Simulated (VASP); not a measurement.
# Ir (P6_3/mmc) in VASP: further runs

The runs below take Ir through single point, with PBEsol.

Everything below comes from runs of VASP 6.6.1. Logs are shortened: lines on timing, memory, paths and dates and some standing lists are left out, and cuts for length are marked.

## Step 1: The cell of the first run

Symmetry: P6_3/mmc, No. 194, hexagonal system. The conventional cell has a = 2.751 Å, b = 2.751 Å, c = 4.462 Å, α = 90.00°, β = 90.00°, γ = 120.00°. Within 3.6 Å of Ir (site symmetry -6m2) lie 12 Ir at 2.74 to 2.75 Å.

## Step 2: Single point, PBEsol

Input file INCAR:

```
SYSTEM = Ir
ALGO = Normal
EDIFF = 1E-7
ENCUT = 520
GGA = PS
ISIF = 2
ISMEAR = -1
LASPH = .TRUE.
LCHARG = .FALSE.
LREAL = .FALSE.
LWAVE = .FALSE.
NBANDS = 16
NELM = 100
PREC = Accurate
SIGMA = 0.1
```

Input file KPOINTS:

```
k-points
0
G
  14 14 8
  0 0 0
```

Input file POSCAR:

```
Ir
1.0
    2.7513780000      0.0000000000      0.0000000000
   -1.3756890000      2.3827630000      0.0000000000
    0.0000000000      0.0000000000      4.4622900000
Ir
2
Direct
    0.6666666667      0.3333333333      0.7500000000
    0.3333333333      0.6666666667      0.2500000000
```

Potentials or basis: VASP PAW PBE potentials, release 64 (Ir).

Command:

```console
cat potpaw_PBE.64/Ir/POTCAR > POTCAR
mpirun -np 1 vasp_std > vasp.out
```

OUTCAR:

```text
SYSTEM = Ir
   EDIFF = 1E-7
   ENCUT = 520
   GGA = PS
   ISIF = 2
   ISMEAR = -1
   LASPH = .TRUE.
   LREAL = .FALSE.
   NELM = 100
   PREC = Accurate

 ion  position               nearest neighbor table
   1  0.667  0.333  0.750-   2 2.74   2 2.74   2 2.74   2 2.74   2 2.74   2 2.74
   2  0.333  0.667  0.250-   1 2.74   1 2.74   1 2.74   1 2.74   1 2.74   1 2.74

  LATTYP: Found a hexagonal cell.
 ALAT       =     2.7513780000
 C/A-ratio  =     1.6218382207

  Lattice vectors:

 A1 = (   2.7513780000,   0.0000000000,   0.0000000000)
 A2 = (  -1.3756890000,   2.3827630000,   0.0000000000)
 A3 = (   0.0000000000,   0.0000000000,   4.4622900000)

Analysis of symmetry for initial positions (statically):
=====================================================================
 Subroutine PRICEL returns:
 Original cell was already a primitive cell.

 Routine SETGRP: Setting up the symmetry group for a
 hexagonal supercell.

 Subroutine GETGRP returns: Found 24 space group operations
 (whereof 12 operations were pure point group operations)
 out of a pool of 24 trial point group operations.

The static configuration has the point symmetry D_3d.
 The point group associated with its full space group is D_6h.

Analysis of symmetry for dynamics (positions and initial velocities):
=====================================================================
 Subroutine PRICEL returns:
 Original cell was already a primitive cell.

 Routine SETGRP: Setting up the symmetry group for a
 hexagonal supercell.

 Subroutine GETGRP returns: Found 24 space group operations
 (whereof 12 operations were pure point group operations)
 out of a pool of 24 trial point group operations.

The dynamic configuration has the point symmetry D_3d.
 The point group associated with its full space group is D_6h.

 Subroutine INISYM returns: Found 24 space group operations
 (whereof 12 operations are pure point group operations),
 and found     1 'primitive' translations

----------------------------------------------------------------------------------------

                                     Primitive cell

  volume of cell :      29.2542

  direct lattice vectors                    reciprocal lattice vectors
     2.751378000  0.000000000  0.000000000     0.363454240  0.209840425  0.000000000
    -1.375689000  2.382763000  0.000000000     0.000000000  0.419680850  0.000000000
     0.000000000  0.000000000  4.462290000     0.000000000  0.000000000  0.224100182

  length of vectors
     2.751378000  2.751377789  4.462290000     0.419680817  0.419680850  0.224100182

  position of ions in fractional coordinates (direct lattice)
     0.666666667  0.333333333  0.750000000
     0.333333333  0.666666667  0.250000000

  ion indices of the primitive-cell ions
   primitive index   ion index
                 1           1
                 2           2

----------------------------------------------------------------------------------------

 KPOINTS: k-points

Automatic generation of k-mesh.
 Grid dimensions read from file:
 generate k-points for:   14   14    8

 Generating k-lattice:

  Cartesian coordinates                     Fractional coordinates (reciprocal lattice)
     0.025961017  0.014988602  0.000000000     0.071428571  0.000000000  0.000000000
     0.000000000  0.029977204  0.000000000     0.000000000  0.071428571  0.000000000
     0.000000000  0.000000000  0.028012523     0.000000000  0.000000000  0.125000000

  Length of vectors
     0.029977201  0.029977204  0.028012523

  Shift w.r.t. Gamma in fractional coordinates (k-lattice)
     0.000000000  0.000000000  0.000000000

 Subroutine IBZKPT returns following result:
 ===========================================

 Found    120 irreducible k-points:

 Following reciprocal coordinates:
            Coordinates               Weight
  0.000000  0.000000  0.000000      1.000000
  0.071429 -0.000000  0.000000      6.000000
  0.142857 -0.000000  0.000000      6.000000
  0.214286  0.000000  0.000000      6.000000
  0.285714 -0.000000  0.000000      6.000000
  0.357143  0.000000  0.000000      6.000000
[... 16 lines left out ...]
  0.285714  0.285714  0.000000      6.000000
  0.357143  0.285714  0.000000      6.000000
 [... further k-points ...]
   k-points           NKPTS =    120   k-points in BZ     NKDIM =    120   number of bands    NBANDS=     16
   number of dos      NEDOS =    301   number of ions     NIONS =      2
   total plane-waves  NPLWV =  14400
   dimension x,y,z NGX =    20 NGY =   20 NGZ =   36
   dimension x,y,z NGXF=    40 NGYF=   40 NGZF=   72
   ions per type =               2
   NGX,Y,Z   is equivalent  to a cutoff of  12.08, 12.08, 13.41 a.u.
   NGXF,Y,Z  is equivalent  to a cutoff of  24.17, 24.17, 26.82 a.u.
 SYSTEM =  Ir
   PREC   = accura    normal or accurate (medium, high low for compatibility)
   ISTART =      0    job   : 0-new  1-cont  2-samecut
   ICHARG =      2    charge: 1-file 2-atom 10-const
   ISPIN  =      1    spin polarized calculation?
   LNONCOLLINEAR =      F non collinear calculations
   LSORBIT =      F    spin-orbit coupling
   LASPH  =      T    aspherical Exc in radial PAW
   ENCUT  =  520.0 eV  38.22 Ry    6.18 a.u.   5.12  5.12  8.30*2*pi/ulx,y,z
   NELM   =    100;   NELMIN=  2; NELMDL= -5     # of ELM steps
   EDIFF  = 0.1E-06   stopping-criterion for ELM
   LREAL  =      F    real-space projection
   EDIFFG = 0.1E-05   stopping-criterion for IOM
   NSW    =      0    number of steps for IOM
   IBRION =     -1    ionic relax: 0-MD 1-quasi-New 2-CG
   NFREE  =      0    steps in history (QN), initial steepest desc. (CG)
   ISIF   =      2    stress and relaxation
   ISYM   =      2    0-nonsym 1-usesym 2-fastsym
   POTIM  = 0.5000    time-step for ionic-motion
   TEBEG  =    0.0;   TEEND  =   0.0 temperature during run
   PSTRESS=    0.0 pullay stress
   NELECT =      18.0000    total number of electrons
   NUPDOWN=      -1.0000    fix difference up-down
   EMIN   =  10.00;   EMAX   =-10.00  energy-range for DOS
   EFERMI =   0.00;   METHOD = LEGACY
   ISMEAR =    -1;   SIGMA  =   0.10  broadening in eV -4-tet -1-fermi 0-gaus
   EFERMI_NEDOS =   21; number of points for ismear=-14 and -15
   IALGO  =     38    algorithm
   IMIX   =      4    mixing-type and parameters
     AMIX     =   0.40;   BMIX     =  1.00
     AMIX_MAG =   1.60;   BMIX_MAG =  1.00
  volume/ion in A,a.u.               =      14.63        98.71
  Fermi-wavevector in a.u.,A,eV,Ry     =   1.392417  2.631287 26.379323  1.938826
  Thomas-Fermi vector in A             =   2.516162
   LORBIT       =      0    0 simple, 1 ext, 2 COOP (PROOUT), +10 PAW based schemes
   GGA     = PS    functional components
   LHFCALC =     F    Hartree Fock is set to
   AEXX    =    0.0000 exact exchange contribution
   IVDW    =     0    specifies the selected vdW correction
   LEPSILON=     F    determine dielectric tensor
   LRPA    =     F    only Hartree local field effects (RPA)
 non-spin polarized calculation
  energy-cutoff  :      520.00
  volume of cell :       29.25
 maximum number of plane-waves:       796
   NGX = 11   NGY = 11   NGZ = 17

 number of electron      18.0000000 magnetization

 Free energy of the ion-electron system (eV)
  ---------------------------------------------------
  ext. energy  EPLUGINS =         0.00000000
  ---------------------------------------------------
  free energy    TOTEN  =       -19.48575418 eV

  energy without entropy =      -19.40260958  energy(sigma->0) =      -19.44418188

 E-fermi :   9.7791     XC(G=0): -13.9055

 val. band max:        9.7772110554   @ k =   0.3571   0.0000   0.0000
 cond. band min:       9.7833239624   @ k =   0.2857   0.2857   0.1250
 fundamental gap:      0.0061129070
 Fermi energy:         9.7791368006

 k-point     1 :       0.0000    0.0000    0.0000
  band No.  band energies     occupation
      1      -1.1575      2.00000
      2       1.9081      2.00000
      3       6.0172      2.00000
      4       6.1213      2.00000
      5       6.1213      2.00000
      6       6.7491      2.00000
[... 8 lines left out ...]
     15      26.2012      0.00000
     16      27.2065      0.00000

 k-point     2 :       0.0714   -0.0000    0.0000
  band No.  band energies     occupation
      1      -0.9643      2.00000
      2       2.0803      2.00000
      3       5.7118      2.00000
      4       6.2825      2.00000
      5       6.3856      2.00000
      6       6.6481      2.00000
[... 8 lines left out ...]
     15      26.4541      0.00000
     16      27.4929      0.00000

 k-point     3 :       0.1429   -0.0000    0.0000
  band No.  band energies     occupation
      1      -0.4097      2.00000
      2       2.5381      2.00000
      3       5.3026      2.00000
      4       6.3283      2.00000
      5       6.3597      2.00000
      6       6.7543      2.00000
[... 8 lines left out ...]
     15      27.0095      0.00000
     16      27.4570      0.00000

 k-point     4 :       0.2143    0.0000    0.0000
  band No.  band energies     occupation
      1       0.4220      2.00000
      2       3.0331      2.00000
      3       5.0329      2.00000
      4       5.2887      2.00000
      5       6.0442      2.00000
      6       6.7301      2.00000
[... 8 lines left out ...]
     15      26.3651      0.00000
     16      26.4266      0.00000

 k-point     5 :       0.2857   -0.0000    0.0000
  band No.  band energies     occupation
      1       1.3528      2.00000
      2       3.1203      2.00000
      3       4.3891      2.00000
      4       5.1922      2.00000
      5       6.0342      2.00000
      6       6.3755      2.00000
[... 8 lines left out ...]
     15      24.5527      0.00000
     16      25.1468      0.00000

 k-point     6 :       0.3571    0.0000    0.0000
  band No.  band energies     occupation
      1       2.0941      2.00000
      2       2.8848      2.00000
      3       3.7217      2.00000
      4       5.5729      2.00000
      5       6.0900      2.00000
      6       6.4643      2.00000
[... 8 lines left out ...]
     15      22.8534      0.00000
     16      24.2043      0.00000

 k-point     7 :       0.4286    0.0000    0.0000
  band No.  band energies     occupation
      1       2.4506      2.00000
      2       2.6652      2.00000
      3       3.3123      2.00000
      4       5.9069      2.00000
      5       6.1107      2.00000
      6       6.4260      2.00000
[... 8 lines left out ...]
     15      21.5809      0.00000
     16      22.1299      0.00000

 k-point     8 :       0.5000    0.0000    0.0000
  band No.  band energies     occupation
      1       2.5208      2.00000
      2       2.5977      2.00000
      3       3.1744      2.00000
      4       5.8439      2.00000
      5       6.3673      2.00000
      6       6.4406      2.00000
[... 8 lines left out ...]
     15      20.5891      0.00000
     16      21.0892      0.00000

 k-point     9 :       0.0714    0.0714    0.0000
  band No.  band energies     occupation
      1      -0.5895      2.00000
      2       2.4005      2.00000
      3       5.3964      2.00000
      4       6.4576      2.00000
      5       6.6151      2.00000
      6       6.6325      2.00000
[... 8 lines left out ...]
     15      26.9085      0.00000
     16      27.5452      0.00000
[... 172 lines left out ...]
 k-point    19 :       0.4286    0.1429    0.0000
  band No.  band energies     occupation
      1       3.0769      2.00000
      2       3.1088      2.00000
      3       3.2229      2.00000
      4       5.6846      2.00000
      5       5.8503      2.00000
      6       6.2366      2.00000
[... 8 lines left out ...]
     15      20.7982      0.00000
     16      22.2348      0.00000

 k-point    20 :       0.2143    0.2143    0.0000
  band No.  band energies     occupation
      1       2.7327      2.00000
      2       3.7921      2.00000
      3       4.0554      2.00000
      4       4.2252      2.00000
      5       5.5991      2.00000
      6       6.4120      2.00000
[... 8 lines left out ...]
     15      19.7996      0.00000
     16      25.1463      0.00000

 k-point    21 :       0.2857    0.2143    0.0000
  band No.  band energies     occupation
      1       3.3403      2.00000
      2       3.4523      2.00000
      3       3.8443      2.00000
      4       4.7213      2.00000
      5       5.5240      2.00000
      6       6.4130      2.00000
[... 8 lines left out ...]
     15      20.4356      0.00000
     16      24.7221      0.00000

 k-point    22 :       0.3571    0.2143    0.0000
  band No.  band energies     occupation
      1       3.2718      2.00000
      2       3.5593      2.00000
      3       3.6731      2.00000
      4       5.2562      2.00000
      5       5.5808      2.00000
      6       6.1240      2.00000
[... 8 lines left out ...]
     15      21.6359      0.00000
     16      22.9535      0.00000

 k-point    23 :       0.2857    0.2857    0.0000
  band No.  band energies     occupation
      1       3.3010      2.00000
      2       3.7731      2.00000
      3       4.1992      2.00000
      4       4.7274      2.00000
      5       5.5323      2.00000
      6       6.0837      2.00000
[... 8 lines left out ...]
     15      22.0178      0.00000
     16      23.8762      0.00000

 k-point    24 :       0.3571    0.2857    0.0000
  band No.  band energies     occupation
      1       3.2490      2.00000
      2       3.9892      2.00000
      3       4.1073      2.00000
      4       4.9329      2.00000
      5       5.6319      2.00000
      6       5.8682      2.00000
[... 8 lines left out ...]
     15      22.8401      0.00000
     16      23.0362      0.00000

 [... further k-points ...]

------------------------ aborting loop because EDIFF is reached ----------------------------------------

  FORCE on cell =-STRESS in cart. coord.  units (eV):
  Direction    XX          YY          ZZ          XY          YZ          ZX
  --------------------------------------------------------------------------------------
  -------------------------------------------------------------------------------------
  Total       -2.0438966     -2.0438961     -2.1653229      0.0000000      0.0000000      0.0000000
  in kB     -111.9387868   -111.9387639   -118.5889837      0.0000000      0.0000000      0.0000000
  external PRESSURE =    -114.1555115 kB  Pullay stress =       0.0000000 kB

 VOLUME and BASIS-vectors are now :
 -----------------------------------------------------------------------------
  energy-cutoff  :      520.00
  volume of cell :       29.25
      direct lattice vectors                 reciprocal lattice vectors
     2.751378000  0.000000000  0.000000000     0.363454240  0.209840425  0.000000000
    -1.375689000  2.382763000  0.000000000     0.000000000  0.419680850  0.000000000
     0.000000000  0.000000000  4.462290000     0.000000000  0.000000000  0.224100182

 POSITION                                       TOTAL-FORCE (eV/Angst)
 -----------------------------------------------------------------------------------
      1.37569      0.79425      3.34672         0.000000     -0.000000      0.000000
     -0.00000      1.58851      1.11557        -0.000000      0.000000      0.000000
 -----------------------------------------------------------------------------------
    total drift:                               -0.000000      0.000000     -0.000000

  FREE ENERGIE OF THE ION-ELECTRON SYSTEM (eV)
  ---------------------------------------------------
  free  energy   TOTEN  =       -19.4857541774 eV

  energy  without entropy=      -19.4026095818  energy(sigma->0) =      -19.44418188
```

Run time: 22 s. Hardware: 1 thread of Intel Xeon 6975P-C (Granite Rapids), shared host; peak memory 0.17 GiB.

Results:

```yaml
Free_energy: -19.4858 eV
Pressure: -11.4 GPa
Band_gap_on_the_k_mesh: zero (band 9 reaches 10.71 eV, above the bottom of band 10 at 7.53 eV)
```

Levels at points of the mesh, in eV from the Fermi level:
```
           k point  band 5  band 6  band 7  band 8  band 9  band 10  band 11  band 12  band 13  band 14
(0.00, 0.00, 0.00)   -3.66   -3.03   -3.03   -2.26   -2.26    -0.78     0.27     0.27     6.75    14.28
(0.50, 0.00, 0.00)   -3.41   -3.34   -2.86    0.69    0.93     1.09     2.84     4.24     8.02    10.03
(0.00, 0.00, 0.50)   -3.78   -3.78   -3.78   -3.78   -0.44    -0.44    -0.44    -0.44    13.56    13.56
(0.50, 0.00, 0.50)   -2.03   -2.03   -0.93   -0.93    0.93     0.93     1.96     1.96     7.36     7.36
```

Caveat: the PAW data sets were made with another functional, which shifts forces and pressure a little; spin-orbit coupling is left out, which moves the levels of the heavy elements.

## Step 3: Single point, PBEsol

Input file INCAR:

```
ALGO = Normal
EDIFF = 1E-6
ENCUT = 520
GGA = PS
ISIF = 2
ISMEAR = -1
LASPH = T
LCHARG = F
LREAL = F
LWAVE = F
NBANDS = 16
NELM = 60
PREC = Accurate
SIGMA = 0.1
```

Input file KPOINTS:

```
k-points
0
Gamma
  14 14 8
```

POSCAR is that of step 2.

Potentials or basis: VASP PAW PBE potentials, release 64 (Ir).

Command:

```console
cat potpaw_PBE.64/Ir/POTCAR > POTCAR
mpirun -np 1 vasp_std > vasp.out
```

Run time: 22 s. Hardware: 1 thread of Intel Xeon 6975P-C (Granite Rapids), shared host; peak memory 0.17 GiB.

It converged, with:

| Quantity | Value |
| --- | --- |
| Free energy | -19.4858 eV |
| Pressure | -11.4 GPa |
| Band gap on the k mesh | zero (band 9 reaches 10.71 eV, above the bottom of band 10 at 7.53 eV) |

Stress tensor (GPa, compression positive):
```
-11.20   0.00   0.00
  0.00 -11.20   0.00
  0.00   0.00 -11.86
```

Levels at points of the mesh, in eV from the Fermi level:
| k point | band 7 | band 8 | band 9 | band 10 | band 11 | band 12 |
| --- | --- | --- | --- | --- | --- | --- |
| (0.00, 0.00, 0.00) | -3.03 | -2.26 | -2.26 | -0.78 | 0.27 | 0.27 |
| (0.50, 0.00, 0.00) | -2.86 | 0.69 | 0.93 | 1.09 | 2.84 | 4.24 |
| (0.00, 0.00, 0.50) | -3.78 | -3.78 | -0.44 | -0.44 | -0.44 | -0.44 |
| (0.50, 0.00, 0.50) | -0.93 | -0.93 | 0.93 | 0.93 | 1.96 | 1.96 |

Caveat: the PAW data sets were made with another functional, which shifts forces and pressure a little; spin-orbit coupling is left out, which moves the levels of the heavy elements.
